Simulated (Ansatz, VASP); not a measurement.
## FeCo: VASP beside Ansatz

```
CELL_PARAMETERS angstrom
2.83299 0.00000 0.00000
0.00000 2.83299 0.00000
0.00000 0.00000 2.83299
ATOMIC_POSITIONS crystal
Fe 0.50000 0.50000 0.50000
Co 0.00000 0.00000 0.00000
```

Change from the starting cell: volume scaled by 0.975.

Alike in both runs: task single point; functional PBE; k mesh 11 × 11 × 11; occupations fermi-dirac, width 0.05 eV; collinear spin.

|  | VASP | Ansatz |
| --- | --- | --- |
| version | VASP 6.6.1 | Ansatz 0.2.0 |
| potentials or method | VASP PAW PBE potentials, release 64 (Fe, Co), cutoff 600 eV | all-electron LAPW, scalar-relativistic |

|  | VASP | Ansatz | Ansatz less VASP |
| --- | --- | --- | --- |
| pressure (GPa) | 1.5 | 2.1 | +0.65 |
| net moment per atom (μB) | 2.23 | 2.24 | +0.012 |
| size of the moment on the site where the two differ most (μB) | 1.74 | 1.80 | +0.061 |

Site moments also hang on the region over which each program counts them. Ansatz ran all-electron here, and VASP with PAW potentials.
